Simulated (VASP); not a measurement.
Input of a VASP 6.6.1 run:

Contents of INCAR:

```
SYSTEM = MgCd3O
PREC     = Accurate       ! precision mode
ENCUT    = 600            ! plane-wave cutoff, eV
EDIFF    = 1E-6           ! SCF threshold, eV
ISMEAR   = 0              ! smearing method
SIGMA    = 0.1            ! smearing width, eV
LREAL    = .FALSE.        ! projectors in reciprocal space
LASPH    = .TRUE.         ! aspherical terms in the spheres
NELM     = 120            ! most SCF steps
ALGO     = Normal         ! electronic algorithm
ISIF     = 2              ! what is computed and relaxed
LWAVE    = .FALSE.        ! write WAVECAR
LCHARG   = .FALSE.        ! write CHGCAR
GGA      = PE             ! functional
NBANDS   = 30             ! bands
GGA_COMPAT= .FALSE.
```

The input KPOINTS:

```
Automatic mesh
0
G
  4 4 4
  0 0 0
```

POSCAR

```
MgCd3O
1.0
    4.4126052300      0.0000000000      0.0000000000
    0.0000000000      4.4126052300      0.0000000000
    0.0000000000      0.0000000000      4.4126052300
Mg Cd O
1 3 1
Direct
    0.5000000000      0.5000000000      0.5000000000
    0.5000000000      0.0000000000      0.0000000000
    0.0000000000      0.5000000000      0.0000000000
    0.0000000000      0.0000000000      0.5000000000
    0.0000000000      0.0000000000      0.0000000000
```

Potentials or basis: VASP PAW PBE potentials, release 64 (Mg, Cd, O).

Run with:

```console
$ cat potpaw_PBE.64/Mg/POTCAR potpaw_PBE.64/Cd/POTCAR potpaw_PBE.64/O/POTCAR > POTCAR
$ mpirun -np 1 vasp_std > vasp.out
```

(1) Predict the pressure.

(2) Estimate the band gap on the k mesh.

## Answers

(1) 17.3 GPa.

(2) zero (bands 22 and 23 overlap by 2.49 eV).

Caveat: the cell stands under pressure.
